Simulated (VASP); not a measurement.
# MoWSe4 in VASP: a series of runs

The runs below take MoWSe4 through single point, with LDA+U.

All numbers are computed with VASP 6.6.1; they aren't measurements. Logs are shortened: lines on timing, memory, paths and dates and some standing lists are left out, and cuts for length are marked.

### 1 The cell of the first run

The cell holds a slab with vacuum, 6 atoms: a = 3.319 Å, b = 3.319 Å, c = 22.767 Å, α = 90.01°, β = 90.01°, γ = 60.01°.

### 2 Single point, LDA+U, collinear spin, ferromagnetic start

Input file INCAR:

```
SYSTEM = MoWSe4
ALGO     = Normal         ! electronic algorithm
EDIFF    = 1E-6           ! SCF threshold, eV
ENCUT    = 520            ! plane-wave cutoff, eV
ISIF     = 2              ! what is computed and relaxed
ISMEAR   = 0              ! smearing method
ISPIN    = 2              ! spin polarisation
LASPH    = .True.         ! aspherical terms in the spheres
LCHARG   = .False.        ! write CHGCAR
LDAU     = .True.         ! DFT+U
LDAUJ    = 0 0 0        
LDAUL    = 2 -1 2         ! shell
LDAUPRINT= 1            
LDAUTYPE = 2            
LDAUU    = 4 0 4          ! U, eV
LMAXMIX  = 4              ! l up to which the mixer works
LORBIT   = 11             ! projections on sites
LREAL    = .False.        ! projectors in reciprocal space
LWAVE    = .False.        ! write WAVECAR
MAGMOM   = 3 0 0 0 0 1    ! initial moments
NBANDS   = 39             ! bands
NELM     = 150            ! most SCF steps
PREC     = Accurate       ! precision mode
SIGMA    = 0.05           ! smearing width, eV
```

Input file KPOINTS:

```
k-points
0
Gamma
  7 7 1
  0 0 0
```

Input file POSCAR:

```
MoWSe4
1.0
    2.8744087900     -1.6598472100      0.0000000000
    2.8744087900      1.6598472100      0.0000000000
   -0.0051069000      0.0000000000     22.7667873300
Mo Se W
1 4 1
Direct
    0.3326744100      0.3326744100      0.4512646900
    0.6660492200      0.6660492200      0.5238521500
    0.3340235000      0.3340235000      0.0776229500
    0.3340930400      0.3340930400      0.2236593100
    0.6659352700      0.6659352700      0.3785826000
    0.6674658200      0.6674658200      0.1506223000
```

Potentials or basis: VASP PAW LDA potentials, release 64 (Mo_sv, Se, W_sv).

Run with:

```console
$ cat potpaw_LDA.64/Mo_sv/POTCAR potpaw_LDA.64/Se/POTCAR potpaw_LDA.64/W_sv/POTCAR > POTCAR
$ mpirun -np 1 vasp_std > vasp.out
```

OUTCAR:

```text
SYSTEM = MoWSe4
   EDIFF = 1E-6
   ENCUT = 520
   ISIF = 2
   ISMEAR = 0
   ISPIN = 2
   LASPH = .True.
   LORBIT = 11
   LREAL = .False.
   NELM = 150
   PREC = Accurate

 ion  position               nearest neighbor table
   1  0.333  0.333  0.451-   2 2.53   2 2.53   2 2.53   5 2.53   5 2.53   5 2.53
   2  0.666  0.666  0.524-   1 2.53   1 2.53   1 2.53
   3  0.334  0.334  0.078-   6 2.54   6 2.54   6 2.54
   4  0.334  0.334  0.224-   6 2.54   6 2.54   6 2.54
   5  0.666  0.666  0.379-   1 2.53   1 2.53   1 2.53
   6  0.667  0.667  0.151-   3 2.54   3 2.54   3 2.54   4 2.54   4 2.54   4 2.54

  LATTYP: Found a base centered monoclinic cell.
 ALAT       =     5.7488175800
 B/A-ratio  =     0.5774569072
 C/A-ratio  =     3.9602557545
 COS(beta)  =    -0.0002243136

  Lattice vectors:

 A1 = (   2.8744087900,  -1.6598472100,   0.0000000000)
 A2 = (   2.8744087900,   1.6598472100,   0.0000000000)
 A3 = (  -0.0051069000,   0.0000000000,  22.7667873300)

Analysis of symmetry for initial positions (statically):
=====================================================================
 Subroutine PRICEL returns:
 Original cell was already a primitive cell.

 Routine SETGRP: Setting up the symmetry group for a
 base centered monoclinic supercell.

 Subroutine GETGRP returns: Found  2 space group operations
 (whereof  2 operations were pure point group operations)
 out of a pool of  4 trial point group operations.

The static configuration has the point symmetry C_1h.

Analysis of symmetry for dynamics (positions and initial velocities):
=====================================================================
 Subroutine PRICEL returns:
 Original cell was already a primitive cell.

 Routine SETGRP: Setting up the symmetry group for a
 base centered monoclinic supercell.

 Subroutine GETGRP returns: Found  2 space group operations
 (whereof  2 operations were pure point group operations)
 out of a pool of  4 trial point group operations.

The dynamic configuration has the point symmetry C_1h.

Analysis of structural, dynamic, and magnetic symmetry:
=====================================================================
 Subroutine PRICEL returns:
 Original cell was already a primitive cell.

 Routine SETGRP: Setting up the symmetry group for a
 base centered monoclinic supercell.

 Subroutine GETGRP returns: Found  2 space group operations
 (whereof  2 operations were pure point group operations)
 out of a pool of  4 trial point group operations.

The overall configuration has the point symmetry C_1h.

 Subroutine INISYM returns: Found  2 space group operations
 (whereof  2 operations are pure point group operations),
 and found     1 'primitive' translations

----------------------------------------------------------------------------------------

                                     Primitive cell

  volume of cell :     217.2443

  direct lattice vectors                    reciprocal lattice vectors
     2.874408790 -1.659847210  0.000000000     0.173948814 -0.301232545  0.000039019
     2.874408790  1.659847210  0.000000000     0.173948814  0.301232545  0.000039019
    -0.005106900  0.000000000 22.766787330     0.000000000  0.000000000  0.043923633

  length of vectors
     3.319234649  3.319234649 22.766787903     0.347849447  0.347849447  0.043923633

  position of ions in fractional coordinates (direct lattice)
     0.332674410  0.332674410  0.451264690
     0.666049220  0.666049220  0.523852150
     0.334023500  0.334023500  0.077622950
     0.334093040  0.334093040  0.223659310
[... 146 lines left out ...]
  o =  0.3882  v = -1.0000  0.0096  0.0000  0.0000  0.0000  0.0000  0.0000  0.0000  0.0000  0.0000      0.0000  0.0000  0.0000  0.0000  0.0000  0.0000  0.0000  0.0000  0.0000  0.0000
  o =  0.3884  v =  0.0000  0.0000  0.0000  0.0000  0.0000  0.0000  0.0000 -0.0026 -0.0112 -0.9999      0.0000  0.0000  0.0000  0.0000  0.0000  0.0000  0.0000  0.0000  0.0000  0.0000
  o =  0.3884  v =  0.0000  0.0000 -0.0026 -0.0113 -0.9999  0.0000  0.0000  0.0000  0.0000  0.0000      0.0000  0.0000  0.0000  0.0000  0.0000  0.0000  0.0000  0.0000  0.0000  0.0000
  o =  0.4145  v =  0.0000  0.0000  0.0000  0.0000  0.0000  0.0000  0.0000 -1.0000 -0.0001  0.0026      0.0000  0.0000  0.0000  0.0000  0.0000  0.0000  0.0000  0.0000  0.0000  0.0000
  o =  0.4145  v =  0.0000  0.0000 -1.0000 -0.0001  0.0026  0.0000  0.0000  0.0000  0.0000  0.0000      0.0000  0.0000  0.0000  0.0000  0.0000  0.0000  0.0000  0.0000  0.0000  0.0000

atom =   6  type =  3  l = 2

 onsite density matrix

spin component  1

  0.3304  0.0001  0.0000  0.0000  0.0000
  0.0001  0.3256  0.0000  0.0000  0.0000
  0.0000  0.0000  0.3571  0.0000 -0.0001
  0.0000  0.0000  0.0000  0.3255 -0.0000
  0.0000  0.0000 -0.0001 -0.0000  0.3303

spin component  2

  0.3304  0.0001  0.0000  0.0000  0.0000
  0.0001  0.3256  0.0000  0.0000  0.0000
  0.0000  0.0000  0.3571  0.0000 -0.0001
  0.0000  0.0000  0.0000  0.3255 -0.0000
  0.0000  0.0000 -0.0001 -0.0000  0.3303

 occupancies and eigenvectors

  o =  0.3255  v =  0.0000  0.0000  0.0000  0.0000  0.0000  0.0000  0.0000 -0.0000  1.0000  0.0067      0.0000  0.0000  0.0000  0.0000  0.0000  0.0000  0.0000  0.0000  0.0000  0.0000
  o =  0.3255  v =  0.0000  0.0000 -0.0000  1.0000  0.0067  0.0000  0.0000  0.0000  0.0000  0.0000      0.0000  0.0000  0.0000  0.0000  0.0000  0.0000  0.0000  0.0000  0.0000  0.0000
  o =  0.3256  v =  0.0000  0.0000  0.0000  0.0000  0.0000  0.0154 -0.9999  0.0000  0.0000  0.0000      0.0000  0.0000  0.0000  0.0000  0.0000  0.0000  0.0000  0.0000  0.0000  0.0000
  o =  0.3256  v =  0.0153 -0.9999  0.0000  0.0000  0.0000  0.0000  0.0000  0.0000  0.0000  0.0000      0.0000  0.0000  0.0000  0.0000  0.0000  0.0000  0.0000  0.0000  0.0000  0.0000
  o =  0.3303  v =  0.0000  0.0000  0.0000  0.0000  0.0000  0.0000  0.0000 -0.0023  0.0067 -1.0000      0.0000  0.0000  0.0000  0.0000  0.0000  0.0000  0.0000  0.0000  0.0000  0.0000
  o =  0.3303  v =  0.0000  0.0000 -0.0023  0.0067 -1.0000  0.0000  0.0000  0.0000  0.0000  0.0000      0.0000  0.0000  0.0000  0.0000  0.0000  0.0000  0.0000  0.0000  0.0000  0.0000
  o =  0.3304  v =  0.0000  0.0000  0.0000  0.0000  0.0000 -0.9999 -0.0154  0.0000  0.0000  0.0000      0.0000  0.0000  0.0000  0.0000  0.0000  0.0000  0.0000  0.0000  0.0000  0.0000
  o =  0.3304  v = -0.9999 -0.0153  0.0000  0.0000  0.0000  0.0000  0.0000  0.0000  0.0000  0.0000      0.0000  0.0000  0.0000  0.0000  0.0000  0.0000  0.0000  0.0000  0.0000  0.0000
  o =  0.3571  v =  0.0000  0.0000 -1.0000 -0.0001  0.0023  0.0000  0.0000  0.0000  0.0000  0.0000      0.0000  0.0000  0.0000  0.0000  0.0000  0.0000  0.0000  0.0000  0.0000  0.0000
  o =  0.3571  v =  0.0000  0.0000  0.0000  0.0000  0.0000  0.0000  0.0000 -1.0000 -0.0001  0.0023      0.0000  0.0000  0.0000  0.0000  0.0000  0.0000  0.0000  0.0000  0.0000  0.0000

 number of electron      51.9999997 magnetization      -0.0000282

 Free energy of the ion-electron system (eV)
  ---------------------------------------------------
  ext. energy  EPLUGINS =         0.00000000
  ---------------------------------------------------
  free energy    TOTEN  =       -37.37813116 eV

  energy without entropy =      -37.37813116  energy(sigma->0) =      -37.37813116

 E-fermi :   1.3923     XC(G=0):  -6.6964

 val. band max:        1.0631107424   @ k =   0.0000   0.0000   0.0000
 cond. band min:       2.4628654651   @ k =  -0.2857   0.2857   0.0000
 fundamental gap:      1.3997547227
 Fermi energy:         1.3923043159

 spin component 1

 k-point     1 :       0.0000    0.0000    0.0000
  band No.  band energies     occupation
      1     -73.1517      1.00000
      2     -60.0196      1.00000
      3     -37.5916      1.00000
      4     -37.5058      1.00000
      5     -37.5053      1.00000
      6     -34.3304      1.00000
[... 645 lines left out ...]
     37       8.6841      0.00000
     38       8.9166      0.00000
 Fermi energy:         1.3923043159

 spin component 2

 k-point     1 :       0.0000    0.0000    0.0000
  band No.  band energies     occupation
      1     -73.1517      1.00000
      2     -60.0196      1.00000
      3     -37.5916      1.00000
      4     -37.5058      1.00000
      5     -37.5053      1.00000
      6     -34.3304      1.00000
[... 645 lines left out ...]
     37       8.6841      0.00000
     38       8.9166      0.00000
 [bands above 38 left out]

------------------------ aborting loop because EDIFF is reached ----------------------------------------

  FORCE on cell =-STRESS in cart. coord.  units (eV):
  Direction    XX          YY          ZZ          XY          YZ          ZX
  --------------------------------------------------------------------------------------
  -------------------------------------------------------------------------------------
  Total       -2.7320619     -2.7477790     -0.6719086      0.0000000      0.0000000      0.0081613
  in kB      -20.1489643    -20.2648778     -4.9553275      0.0000000      0.0000000      0.0601893
  external PRESSURE =     -15.1230565 kB  Pullay stress =       0.0000000 kB

 VOLUME and BASIS-vectors are now :
 -----------------------------------------------------------------------------
  energy-cutoff  :      520.00
  volume of cell :      217.24
      direct lattice vectors                 reciprocal lattice vectors
     2.874408790 -1.659847210  0.000000000     0.173948814 -0.301232545  0.000039019
     2.874408790  1.659847210  0.000000000     0.173948814  0.301232545  0.000039019
    -0.005106900  0.000000000 22.766787330     0.000000000  0.000000000  0.043923633

 POSITION                                       TOTAL-FORCE (eV/Angst)
 -----------------------------------------------------------------------------------
      1.91018      0.00000     10.27385        -0.002381      0.000000     -0.017101
      3.82632      0.00000     11.92643         0.001579      0.000000     -0.084195
      1.91984      0.00000      1.76723         0.001810      0.000000      0.003748
      1.91950      0.00000      5.09200         0.004439      0.000000      0.090412
      3.82641      0.00000      8.61911         0.001193      0.000000      0.006122
      3.83637      0.00000      3.42919        -0.006639      0.000000      0.001014
 -----------------------------------------------------------------------------------
    total drift:                               -0.000029      0.000000      0.000152

  FREE ENERGIE OF THE ION-ELECTRON SYSTEM (eV)
  ---------------------------------------------------
  free  energy   TOTEN  =       -37.3781311633 eV

  energy  without entropy=      -37.3781311633  energy(sigma->0) =      -37.37813116

 total charge

# of ion       s       p       d       tot
------------------------------------------
    1        2.284   6.190   3.861  12.334
    2        1.480   2.340   0.062   3.882
    3        1.477   2.365   0.068   3.910
    4        1.477   2.360   0.069   3.906
    5        1.481   2.335   0.062   3.878
    6        2.325   6.284   3.287  11.896
--------------------------------------------------
tot         10.524  21.873   7.410  39.807

 magnetization (x)

# of ion       s       p       d       tot
------------------------------------------
    1        0.000   0.000   0.000   0.000
    2        0.000  -0.000   0.000  -0.000
    3        0.000  -0.000   0.000   0.000
    4       -0.000  -0.000   0.000  -0.000
    5       -0.000  -0.000   0.000  -0.000
    6        0.000   0.000   0.000   0.000
--------------------------------------------------
tot          0.000  -0.000   0.000   0.000
```

It took 13 min on 1 thread of Intel Xeon Platinum 8488C (Sapphire Rapids), shared host; peak memory 0.44 GiB.

Results:

| Property | Result |
| --- | --- |
| Free energy | -37.3781 eV |
| Largest force | 0.091 eV/Å |
| Band gap on the k mesh | 1.40 eV, indirect (least direct gap 1.63 eV) |
| Net moment | 0.00 μB per cell |
| Valence electrons inside the program's atomic spheres | Mo 12.33; Se 3.88, 3.91; W 11.90 |

Forces on the atoms (eV/Å):
```
Mo  -0.002  0.000 -0.017
Se   0.002  0.000 -0.084
Se   0.002  0.000  0.004
Se   0.004  0.000  0.090
Se   0.001  0.000  0.006
W   -0.007  0.000  0.001
```

Eigenvalues of the final occupation matrices:
```csv
site,spin,trace,eigenvalues
site 1 d,1,1.96,0.38 0.38 0.39 0.39 0.41
site 1 d,2,1.96,0.38 0.38 0.39 0.39 0.41
site 6 d,1,1.67,0.33 0.33 0.33 0.33 0.36
site 6 d,2,1.67,0.33 0.33 0.33 0.33 0.36
```

Caveat: spin-orbit coupling is left out, which moves the levels of the heavy elements. The state reached can hang on the start; a lower one may exist.

### 3 Single point, LDA+U, collinear spin, zero start

Input file INCAR:

```
SYSTEM = MoWSe4
ALGO = Normal
EDIFF = 1E-7
ENCUT = 520
ISIF = 2
ISMEAR = 0
ISPIN = 2
LASPH = .TRUE.
LCHARG = .TRUE.
LDAU = .TRUE.
LDAUJ = 0 0 0
LDAUL = 2 -1 2
LDAUPRINT = 1
LDAUTYPE = 2
LDAUU = 4 0 4
LELF = .TRUE.
LMAXMIX = 4
LORBIT = 11
LREAL = .FALSE.
LVHAR = .TRUE.
LWAVE = .FALSE.
MAGMOM = 0 0 0 0 0 0
NBANDS = 39
NELM = 150
PREC = Accurate
SIGMA = 0.05
```

Input file KPOINTS:

```
k-points
0
G
  7 7 1
  0 0 0
```

POSCAR is that of step 2.

Potentials or basis: VASP PAW LDA potentials, release 64 (Mo_sv, Se, W_sv).

Run with:

```console
$ cat potpaw_LDA.64/Mo_sv/POTCAR potpaw_LDA.64/Se/POTCAR potpaw_LDA.64/W_sv/POTCAR > POTCAR
$ mpirun -np 1 vasp_std > vasp.out
```

It took 13 min on 1 thread of Intel Xeon Platinum 8488C (Sapphire Rapids), shared host; peak memory 0.44 GiB.

It converged, with:

```yaml
Free_energy: -37.3781 eV
Largest_force: 0.091 eV/Å
Band_gap_on_the_k_mesh: 1.40 eV, indirect (least direct gap 1.63 eV)
Net_moment: 0.00 μB per cell
Valence_electrons_inside_the_program's_atomic_spheres: Mo 12.33; Se 3.88, 3.91; W 11.90
```

Forces in eV/Å, atoms in the order of the input:
```
Mo  -0.002  0.000 -0.017
Se   0.002  0.000 -0.084
Se   0.002  0.000  0.004
Se   0.004  0.000  0.090
Se   0.001  0.000  0.006
W   -0.007  0.000  0.001
```

Levels at points of the mesh, in eV from the valence-band top:
Spin up:
| k point | band 22 | band 23 | band 24 | band 25 | band 26 | band 27 | band 28 | band 29 | band 30 | band 31 |
| --- | --- | --- | --- | --- | --- | --- | --- | --- | --- | --- |
| (0.00, 0.00, 0.00) | -1.35 | -1.22 | -1.22 | -0.49 | 0.00 | 2.65 | 2.65 | 2.90 | 2.90 | 2.94 |
Spin down:
```csv
k point,band 22,band 23,band 24,band 25,band 26,band 27,band 28,band 29,band 30,band 31
"(0.00, 0.00, 0.00)",-1.35,-1.22,-1.22,-0.49,0.00,2.65,2.65,2.90,2.90,2.94
```

Eigenvalues of the final occupation matrices:
```
    site  spin  trace               eigenvalues
site 1 d     1   1.96  0.38 0.38 0.39 0.39 0.41
site 1 d     2   1.96  0.38 0.38 0.39 0.39 0.41
site 6 d     1   1.67  0.33 0.33 0.33 0.33 0.36
site 6 d     2   1.67  0.33 0.33 0.33 0.33 0.36
```

Caveat: spin-orbit coupling is left out, which moves the levels of the heavy elements.

### 4 Single point, LDA+U, collinear spin, zero start

Input file INCAR:

```
PREC = Accurate ; ENCUT = 520
EDIFF = 1E-6 ; ISMEAR = 0
SIGMA = 0.05 ; LREAL = F
LASPH = T ; NELM = 150
ALGO = Normal ; ISIF = 2
LWAVE = F ; LCHARG = F
ISPIN = 2 ; MAGMOM = 0 0 0 0 0 0
LORBIT = 11 ; LMAXMIX = 4
LDAU = T ; LDAUTYPE = 2
LDAUL = 2 -1 2 ; LDAUU = 4 0 4
LDAUJ = 0 0 0 ; LDAUPRINT = 1
NBANDS = 39
```

Input file KPOINTS:

```
regular mesh
0
Gamma
  7 7 1
```

POSCAR is that of step 3.

Run with:

```console
$ cat potpaw_LDA.64/Mo_sv/POTCAR potpaw_LDA.64/Se/POTCAR potpaw_LDA.64/W_sv/POTCAR > POTCAR
$ mpirun -np 1 vasp_std > vasp.out
```

Run time: 5.6 min. Hardware: 1 thread of Intel Xeon Platinum 8488C (Sapphire Rapids), shared host; peak memory 0.44 GiB.

Results (log left out):

```yaml
Free_energy: -37.3781 eV
Largest_force: 0.091 eV/Å
Band_gap_on_the_k_mesh: 1.40 eV, indirect (least direct gap 1.63 eV)
Net_moment: 0.00 μB per cell
Valence_electrons_inside_the_program's_atomic_spheres: Mo 12.33; Se 3.88, 3.91; W 11.90
```

Forces in eV/Å, atoms in the order of the input:
```
Mo  -0.002  0.000 -0.017
Se   0.002  0.000 -0.084
Se   0.002  0.000  0.004
Se   0.004  0.000  0.090
Se   0.001  0.000  0.006
W   -0.007  0.000  0.001
```

Levels at points of the mesh, in eV from the valence-band top:
Spin up:
```csv
k point,band 22,band 23,band 24,band 25,band 26,band 27,band 28,band 29,band 30,band 31
"(0.00, 0.00, 0.00)",-1.35,-1.22,-1.22,-0.49,0.00,2.65,2.65,2.90,2.90,2.94
```
Spin down:
| k point | band 23 | band 24 | band 25 | band 26 | band 27 | band 28 | band 29 | band 30 |
| --- | --- | --- | --- | --- | --- | --- | --- | --- |
| (0.00, 0.00, 0.00) | -1.22 | -1.22 | -0.49 | 0.00 | 2.65 | 2.65 | 2.90 | 2.90 |

Eigenvalues of the final occupation matrices:
```
    site  spin  trace               eigenvalues
site 1 d     1   1.96  0.38 0.38 0.39 0.39 0.41
site 1 d     2   1.96  0.38 0.38 0.39 0.39 0.41
site 6 d     1   1.67  0.33 0.33 0.33 0.33 0.36
site 6 d     2   1.67  0.33 0.33 0.33 0.33 0.36
```

Caveat: spin-orbit coupling is left out, which moves the levels of the heavy elements.
